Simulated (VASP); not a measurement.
# Ni (P6_3/mmc) in VASP: further runs

The runs below take Ni through single point, with r2SCAN.

Everything below comes from runs of VASP 6.6.1. Logs are shortened: lines on timing, memory, paths and dates and some standing lists are left out, and cuts for length are marked.

## (1) The cell of the first run

Symmetry: P6_3/mmc, No. 194, hexagonal system. The conventional cell has a = 2.439 Å, b = 2.439 Å, c = 4.089 Å, α = 90.00°, β = 90.00°, γ = 120.00°. Within 3.2 Å of Ni (site symmetry -6m2) lie 12 Ni at 2.44 to 2.48 Å.

This isn't the form of Ni at room conditions, which is fcc.

## (2) Single point, r2SCAN, collinear spin, antiferromagnetic start

POSCAR

```
Ni
1.0
    2.4392545083      0.0000000000      0.0000000000
   -1.2196272541      2.1124563705      0.0000000000
    0.0000000000      0.0000000000      4.0893684541
Ni
2
Direct
    0.3333333333      0.6666666667      0.2500000000
    0.6666666667      0.3333333333      0.7500000000
```

INCAR.step1

```
PREC     = Accurate       # precision mode
ENCUT    = 520            # plane-wave cutoff, eV
ISMEAR   = -1             # smearing method
SIGMA    = 0.05           # smearing width, eV
LREAL    = F              # projectors in reciprocal space
LASPH    = T              # aspherical terms in the spheres
NELM     = 150            # most SCF steps
ISPIN    = 2              # spin polarisation
MAGMOM   = 0.8 -0.8       # initial moments
LMAXMIX  = 4              # l up to which the mixer works
NBANDS   = 21             # bands
GGA      = PE             # functional
ALGO     = Normal         # electronic algorithm
EDIFF    = 1E-4           # SCF threshold, eV
LWAVE    = T              # write WAVECAR
LCHARG   = F              # write CHGCAR
```

INCAR.step2

```
PREC     = Accurate       # precision mode
ENCUT    = 520            # plane-wave cutoff, eV
EDIFF    = 1E-6           # SCF threshold, eV
ISMEAR   = -1             # smearing method
SIGMA    = 0.05           # smearing width, eV
LREAL    = F              # projectors in reciprocal space
LASPH    = T              # aspherical terms in the spheres
NELM     = 150            # most SCF steps
ALGO     = Normal         # electronic algorithm
ISIF     = 2              # what is computed and relaxed
LWAVE    = F              # write WAVECAR
LCHARG   = F              # write CHGCAR
ISPIN    = 2              # spin polarisation
MAGMOM   = 0.8 -0.8       # initial moments
LORBIT   = 11             # projections on sites
LMAXMIX  = 4              # l up to which the mixer works
METAGGA  = R2SCAN         # meta-GGA
LMIXTAU  = T            
NBANDS   = 21             # bands
ISTART   = 1
```

KPOINTS

```
regular mesh
0
Gamma
  14 14 8
```

Potentials or basis: VASP PAW PBE potentials, release 64 (Ni).

Launch:

```console
cat potpaw_PBE.64/Ni/POTCAR > POTCAR
cp INCAR.step1 INCAR
mpirun -np 1 vasp_std > vasp.out
cp INCAR.step2 INCAR
mpirun -np 1 vasp_std > vasp.out
```

OUTCAR:

```text
PREC = Accurate
   ENCUT = 520
   EDIFF = 1E-6
   ISMEAR = -1
   LREAL = F
   LASPH = T
   NELM = 150
   ISIF = 2
   ISPIN = 2
   LORBIT = 11
   METAGGA = R2SCAN
   ISTART = 1

 ion  position               nearest neighbor table
   1  0.333  0.667  0.250-   2 2.48   2 2.48   2 2.48   2 2.48   2 2.48   2 2.48
   2  0.667  0.333  0.750-   1 2.48   1 2.48   1 2.48   1 2.48   1 2.48   1 2.48

  LATTYP: Found a hexagonal cell.
 ALAT       =     2.4392545083
 C/A-ratio  =     1.6764828927

  Lattice vectors:

 A1 = (   2.4392545083,   0.0000000000,   0.0000000000)
 A2 = (  -1.2196272541,   2.1124563705,   0.0000000000)
 A3 = (   0.0000000000,   0.0000000000,   4.0893684541)

Analysis of symmetry for initial positions (statically):
=====================================================================
 Subroutine PRICEL returns:
 Original cell was already a primitive cell.

 Routine SETGRP: Setting up the symmetry group for a
 hexagonal supercell.

 Subroutine GETGRP returns: Found 24 space group operations
 (whereof 12 operations were pure point group operations)
 out of a pool of 24 trial point group operations.

The static configuration has the point symmetry D_3d.
 The point group associated with its full space group is D_6h.

Analysis of symmetry for dynamics (positions and initial velocities):
=====================================================================
 Subroutine PRICEL returns:
 Original cell was already a primitive cell.

 Routine SETGRP: Setting up the symmetry group for a
 hexagonal supercell.

 Subroutine GETGRP returns: Found 24 space group operations
 (whereof 12 operations were pure point group operations)
 out of a pool of 24 trial point group operations.

The dynamic configuration has the point symmetry D_3d.
 The point group associated with its full space group is D_6h.

Analysis of structural, dynamic, and magnetic symmetry:
=====================================================================
 Subroutine PRICEL returns:
 Original cell was already a primitive cell.

 Routine SETGRP: Setting up the symmetry group for a
 hexagonal supercell.

 Subroutine GETGRP returns: Found 24 space group operations
 (whereof 12 operations were pure point group operations)
 out of a pool of 24 trial point group operations.

The overall configuration has the point symmetry D_3d.
 The point group associated with its full space group is D_6h.

 Subroutine INISYM returns: Found 24 space group operations
 (whereof 12 operations are pure point group operations),
 and found     1 'primitive' translations

----------------------------------------------------------------------------------------

                                     Primitive cell

  volume of cell :      21.0718

  direct lattice vectors                    reciprocal lattice vectors
     2.439254508  0.000000000  0.000000000     0.409961321  0.236691279  0.000000000
    -1.219627254  2.112456370  0.000000000     0.000000000  0.473382558  0.000000000
     0.000000000  0.000000000  4.089368454     0.000000000  0.000000000  0.244536537

  length of vectors
     2.439254508  2.439254508  4.089368454     0.473382558  0.473382558  0.244536537

  position of ions in fractional coordinates (direct lattice)
     0.333333333  0.666666667  0.250000000
     0.666666667  0.333333333  0.750000000

  ion indices of the primitive-cell ions
   primitive index   ion index
                 1           1
                 2           2

----------------------------------------------------------------------------------------

 KPOINTS: regular mesh

Automatic generation of k-mesh.
 Grid dimensions read from file:
 generate k-points for:   14   14    8

 Generating k-lattice:

  Cartesian coordinates                     Fractional coordinates (reciprocal lattice)
     0.029282951  0.016906520  0.000000000     0.071428571  0.000000000  0.000000000
     0.000000000  0.033813040  0.000000000     0.000000000  0.071428571  0.000000000
     0.000000000  0.000000000  0.030567067     0.000000000  0.000000000  0.125000000

  Length of vectors
     0.033813040  0.033813040  0.030567067

  Shift w.r.t. Gamma in fractional coordinates (k-lattice)
     0.000000000  0.000000000  0.000000000

 Subroutine IBZKPT returns following result:
 ===========================================

 Found    120 irreducible k-points:

 Following reciprocal coordinates:
            Coordinates               Weight
  0.000000  0.000000  0.000000      1.000000
  0.071429  0.000000  0.000000      6.000000
  0.142857  0.000000  0.000000      6.000000
  0.214286  0.000000  0.000000      6.000000
  0.285714  0.000000  0.000000      6.000000
  0.357143  0.000000  0.000000      6.000000
[... 16 lines left out ...]
  0.285714  0.285714  0.000000      6.000000
  0.357143  0.285714  0.000000      6.000000
 [... further k-points ...]
   k-points           NKPTS =    120   k-points in BZ     NKDIM =    120   number of bands    NBANDS=     21
   number of dos      NEDOS =    301   number of ions     NIONS =      2
   total plane-waves  NPLWV =   9720
   dimension x,y,z NGX =    18 NGY =   18 NGZ =   30
   dimension x,y,z NGXF=    36 NGYF=   36 NGZF=   60
   ions per type =               2
   NGX,Y,Z   is equivalent  to a cutoff of  12.27, 12.27, 12.20 a.u.
   NGXF,Y,Z  is equivalent  to a cutoff of  24.54, 24.54, 24.39 a.u.
 SYSTEM =  unknown system
   PREC   = accura    normal or accurate (medium, high low for compatibility)
   ISTART =      1    job   : 0-new  1-cont  2-samecut
   ICHARG =      0    charge: 1-file 2-atom 10-const
   ISPIN  =      2    spin polarized calculation?
   LNONCOLLINEAR =      F non collinear calculations
   LSORBIT =      F    spin-orbit coupling
   LASPH  =      T    aspherical Exc in radial PAW
   ENCUT  =  520.0 eV  38.22 Ry    6.18 a.u.   4.54  4.54  7.60*2*pi/ulx,y,z
   NELM   =    150;   NELMIN=  2; NELMDL=  0     # of ELM steps
   EDIFF  = 0.1E-05   stopping-criterion for ELM
   LREAL  =      F    real-space projection
   EDIFFG = 0.1E-04   stopping-criterion for IOM
   NSW    =      0    number of steps for IOM
   IBRION =     -1    ionic relax: 0-MD 1-quasi-New 2-CG
   NFREE  =      0    steps in history (QN), initial steepest desc. (CG)
   ISIF   =      2    stress and relaxation
   ISYM   =      2    0-nonsym 1-usesym 2-fastsym
   POTIM  = 0.5000    time-step for ionic-motion
   TEBEG  =    0.0;   TEEND  =   0.0 temperature during run
   PSTRESS=    0.0 pullay stress
   NELECT =      20.0000    total number of electrons
   NUPDOWN=      -1.0000    fix difference up-down
   EMIN   =  10.00;   EMAX   =-10.00  energy-range for DOS
   EFERMI =   0.00;   METHOD = LEGACY
   ISMEAR =    -1;   SIGMA  =   0.05  broadening in eV -4-tet -1-fermi 0-gaus
   EFERMI_NEDOS =   21; number of points for ismear=-14 and -15
   IALGO  =     38    algorithm
   IMIX   =      4    mixing-type and parameters
     AMIX     =   0.40;   BMIX     =  1.00
     AMIX_MAG =   1.60;   BMIX_MAG =  1.00
  volume/ion in A,a.u.               =      10.54        71.10
  Fermi-wavevector in a.u.,A,eV,Ry     =   1.608858  3.040301 35.217660  2.588425
  Thomas-Fermi vector in A             =   2.704661
   LORBIT       =     11    0 simple, 1 ext, 2 COOP (PROOUT), +10 PAW based schemes
   METAGGA = R2SCAN    functional components
   LHFCALC =     F    Hartree Fock is set to
   AEXX    =    0.0000 exact exchange contribution
   IVDW    =     0    specifies the selected vdW correction
   LEPSILON=     F    determine dielectric tensor
   LRPA    =     F    only Hartree local field effects (RPA)
 spin polarized calculation
  energy-cutoff  :      520.00
  volume of cell :       21.07
 maximum number of plane-waves:       592
   NGX =  9   NGY =  9   NGZ = 15

 number of electron      19.9999996 magnetization       0.0000000

 number of electron      19.9999996 magnetization      -0.0000000

 Free energy of the ion-electron system (eV)
  ---------------------------------------------------
  ext. energy  EPLUGINS =         0.00000000
  ---------------------------------------------------
  free energy    TOTEN  =       -23.66766424 eV

  energy without entropy =      -23.64332692  energy(sigma->0) =      -23.65549558

 E-fermi :   9.5375     XC(G=0): -14.5814

 val. band max:        9.5225831487   @ k =   0.2857   0.2857   0.1250
 cond. band min:       9.5397356161   @ k =   0.4286   0.1429   0.1250
 fundamental gap:      0.0171524674
 Fermi energy:         9.5374871537

 spin component 1

 k-point     1 :       0.0000    0.0000    0.0000
  band No.  band energies     occupation
      1       0.0347      1.00000
      2       4.6191      1.00000
      3       7.1715      1.00000
      4       7.1717      1.00000
      5       7.4552      1.00000
      6       8.0871      1.00000
[... 13 lines left out ...]
     20      37.7207      0.00000
     21      41.2064      0.00000
[... 529 lines left out ...]
 k-point    24 :       0.3571    0.2857    0.0000
  band No.  band energies     occupation
      1       5.7802      1.00000
      2       5.8750      1.00000
      3       5.9977      1.00000
      4       6.2489      1.00000
      5       7.0535      1.00000
      6       7.3085      1.00000
[... 13 lines left out ...]
     20      44.6134      0.00000
     21      47.2260      0.00000

 [... further k-points ...]

 spin component 2

 k-point     1 :       0.0000    0.0000    0.0000
  band No.  band energies     occupation
      1       0.0347      1.00000
      2       4.6191      1.00000
      3       7.1715      1.00000
      4       7.1717      1.00000
      5       7.4552      1.00000
      6       8.0871      1.00000
[... 13 lines left out ...]
     20      37.7207      0.00000
     21      41.2064      0.00000
[... 529 lines left out ...]
 k-point    24 :       0.3571    0.2857    0.0000
  band No.  band energies     occupation
      1       5.7802      1.00000
      2       5.8750      1.00000
      3       5.9977      1.00000
      4       6.2489      1.00000
      5       7.0535      1.00000
      6       7.3085      1.00000
[... 13 lines left out ...]
     20      44.6134      0.00000
     21      47.2260      0.00000

 [... further k-points ...]

------------------------ aborting loop because EDIFF is reached ----------------------------------------

  FORCE on cell =-STRESS in cart. coord.  units (eV):
  Direction    XX          YY          ZZ          XY          YZ          ZX
  --------------------------------------------------------------------------------------
  -------------------------------------------------------------------------------------
  Total        0.0591667      0.0591667      0.0441318      0.0000000      0.0000000      0.0000000
  in kB        4.4986957      4.4986957      3.3555304      0.0000000      0.0000000      0.0000000
  external PRESSURE =       4.1176406 kB  Pullay stress =       0.0000000 kB

 VOLUME and BASIS-vectors are now :
 -----------------------------------------------------------------------------
  energy-cutoff  :      520.00
  volume of cell :       21.07
      direct lattice vectors                 reciprocal lattice vectors
     2.439254508  0.000000000  0.000000000     0.409961321  0.236691279  0.000000000
    -1.219627254  2.112456370  0.000000000     0.000000000  0.473382558  0.000000000
     0.000000000  0.000000000  4.089368454     0.000000000  0.000000000  0.244536537

 POSITION                                       TOTAL-FORCE (eV/Angst)
 -----------------------------------------------------------------------------------
     -0.00000      1.40830      1.02234        -0.000000      0.000000      0.000000
      1.21963      0.70415      3.06703         0.000000     -0.000000      0.000000
 -----------------------------------------------------------------------------------
    total drift:                               -0.000000      0.000000     -0.000000

  FREE ENERGIE OF THE ION-ELECTRON SYSTEM (eV)
  ---------------------------------------------------
  free  energy   TOTEN  =       -23.6676642400 eV

  energy  without entropy=      -23.6433269167  energy(sigma->0) =      -23.65549558

 total charge

# of ion       s       p       d       tot
------------------------------------------
    1        0.523   0.538   8.350   9.411
    2        0.523   0.538   8.350   9.411
--------------------------------------------------
tot          1.046   1.076  16.701  18.822

 magnetization (x)

# of ion       s       p       d       tot
------------------------------------------
    1       -0.003  -0.004   0.517   0.510
    2        0.003   0.004  -0.517  -0.510
--------------------------------------------------
tot          0.000   0.000   0.000   0.000
```

Wall time 9.3 min (1 thread of Intel Xeon 8259CL, shared host); peak memory 0.2 GiB.

What came out:

```
Free energy                                           : -23.6677 eV
Pressure                                              : 0.4 GPa
Band gap on the k mesh                                : zero (filled and empty bands overlap)
Net moment                                            : 0.00 μB per cell
Site moments                                          : Ni +0.51, -0.51 μB
Valence electrons inside the program's atomic spheres : Ni 9.41
```

Stress tensor (GPa, compression positive):
```
0.45 0.00 0.00
0.00 0.45 0.00
0.00 0.00 0.34
```

Caveat: the antiferromagnetic order is the one typed at the start, and another may lie lower; the PAW data sets were made with another functional, which shifts forces and pressure a little.

## (3) Single point, r2SCAN, collinear spin, ferromagnetic start (9.27 Å³/atom)

This run uses another cell than the first one, of 9.27 Å³/atom.

POSCAR

```
Ni
1.0
    2.3374984975      0.0000000000      0.0000000000
   -1.1687492487      2.0243330801      0.0000000000
    0.0000000000      0.0000000000      3.9187762428
Ni
2
Direct
    0.3333333333      0.6666666667      0.2500000000
    0.6666666667      0.3333333333      0.7500000000
```

INCAR.step1

```
PREC = Accurate ; ENCUT = 520
ISMEAR = -1 ; SIGMA = 0.05
LREAL = False ; LASPH = True
NELM = 150 ; ISPIN = 2
MAGMOM = 0.762 0.762 ; LMAXMIX = 4
NBANDS = 21 ; GGA = PE
ALGO = Normal ; EDIFF = 1E-4
LWAVE = True ; LCHARG = False
```

INCAR.step2

```
PREC = Accurate ; ENCUT = 520
EDIFF = 1E-6 ; ISMEAR = -1
SIGMA = 0.05 ; LREAL = False
LASPH = True ; NELM = 150
ALGO = Normal ; ISIF = 2
LWAVE = False ; LCHARG = False
ISPIN = 2 ; MAGMOM = 0.762 0.762
LORBIT = 11 ; LMAXMIX = 4
METAGGA = R2SCAN ; LMIXTAU = True
NBANDS = 21 ; ISTART = 1
```

KPOINTS

```
regular mesh
0
Gamma
  17 17 9
```

Potentials or basis: VASP PAW PBE potentials, release 64 (Ni).

Launch:

```console
cat potpaw_PBE.64/Ni/POTCAR > POTCAR
cp INCAR.step1 INCAR
mpirun -np 1 vasp_std > vasp.out
cp INCAR.step2 INCAR
mpirun -np 1 vasp_std > vasp.out
```

Wall time 13 min (1 thread of Intel Xeon 8259CL, shared host); peak memory 0.21 GiB.

Results (log left out):

```
Free energy                                           : -23.5417 eV
Pressure                                              : 38.4 GPa
Net moment                                            : 1.32 μB per cell
Site moments                                          : Ni +0.66 μB
Valence electrons inside the program's atomic spheres : Ni 9.69
```

Stress tensor (GPa, compression positive):
```
40.37  0.00  0.00
 0.00 40.37  0.00
 0.00  0.00 34.40
```

Levels at points of the mesh, in eV from the Fermi level:
Spin up:
```csv
k point,band 7,band 8,band 9,band 10,band 11,band 12,band 13,band 14,band 15,band 16
"(0.00, 0.00, 0.00)",-2.84,-2.09,-2.09,-0.98,-0.98,-0.98,6.58,25.19,27.54,28.63
```
Spin down:
```csv
k point,band 5,band 6,band 7,band 8,band 9,band 10,band 11,band 12,band 13,band 14
"(0.00, 0.00, 0.00)",-2.12,-1.77,-1.77,-1.26,-1.26,-1.17,-0.09,-0.09,7.27,25.07
```

Caveat: the stress differs along the axes, from 34 to 40 GPa; the PAW data sets were made with another functional, which shifts forces and pressure a little.

(Part 1 of 2 ends here.)
